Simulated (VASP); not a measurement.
Rb, 1 atom in the cell. Symmetry: Im-3m, No. 229, cubic system. The conventional cell has a = 4.945 Å, b = 4.945 Å, c = 4.945 Å, α = 90.00°, β = 90.00°, γ = 90.00°. Within 5.6 Å of Rb (site symmetry m-3m) lie 14 Rb at 4.28 to 4.94 Å.  This cell differs from its parent crystal: volume scaled by 0.78.

```yaml
Program: VASP 6.6.1
Task: single point
Functional: LDA
Potentials_or_basis: VASP PAW LDA potentials, release 64 (Rb_sv)
Cutoff: 520 eV
k_mesh: 11 × 11 × 11
Occupations: fermi-dirac, width 0.05 eV
Spin: no spin polarisation
Dipole_correction: no
Further_INCAR_settings: ALGO = Normal; EDIFF = 1e-06; NBANDS = 10
```

Potentials or basis: VASP PAW LDA potentials, release 64 (Rb_sv).

The run is started by

```bash
$ cat potpaw_LDA.64/Rb_sv/POTCAR > POTCAR
$ mpirun -np 1 vasp_std > vasp.out
```

Hardware: 1 thread of Intel(R) Xeon(R) 6975P-C (Granite Rapids), with other jobs on the host.

Q: Estimate the wall time of this run.

A: It took 7.5 s on 1 thread of Intel(R) Xeon(R) 6975P-C (Granite Rapids), with other jobs on the host, peak memory 0.16 GiB. Counts: scf iterations 10, k points 56.
